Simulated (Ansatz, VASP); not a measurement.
## InAs in VASP and in Ansatz

```
CELL_PARAMETERS angstrom
0.00000 3.04393 3.04393
3.04393 0.00000 3.04393
3.04393 3.04393 0.00000
ATOMIC_POSITIONS crystal
In 0.00000 0.00000 0.00000
As 0.75000 0.75000 0.75000
```

Alike in both runs: functional PBEsol; k mesh 12 × 12 × 12; occupations gaussian, width 0.1 eV; no spin polarisation.

Ansatz relaxed the structure, and its values are those at the end. VASP's run is a single point on that final structure, the one shown.

|  | VASP | Ansatz |
| --- | --- | --- |
| version | VASP 6.6.1 | Ansatz 0.2.0 |
| potentials or method | VASP PAW PBE potentials, release 64 (In_d, As), cutoff 520 eV | scalar-relativistic, plane waves, PAW |
| valence electrons in the cell | 18 | 28 |

|  | VASP | Ansatz | Ansatz less VASP |
| --- | --- | --- | --- |
| gap on the k mesh at the Fermi level (eV) | none | none | - |
| pressure (GPa) | 0.1 | 0.0 | -0.08 |

VASP's potentials were made for PBE, not for PBEsol, and Ansatz warns of the same on its side. A gap of «none» marks a metal or a gap that the smearing closes. VASP's potentials hold 18 valence electrons a cell and Ansatz's 28, so a difference there can come from the potentials and not from the codes.
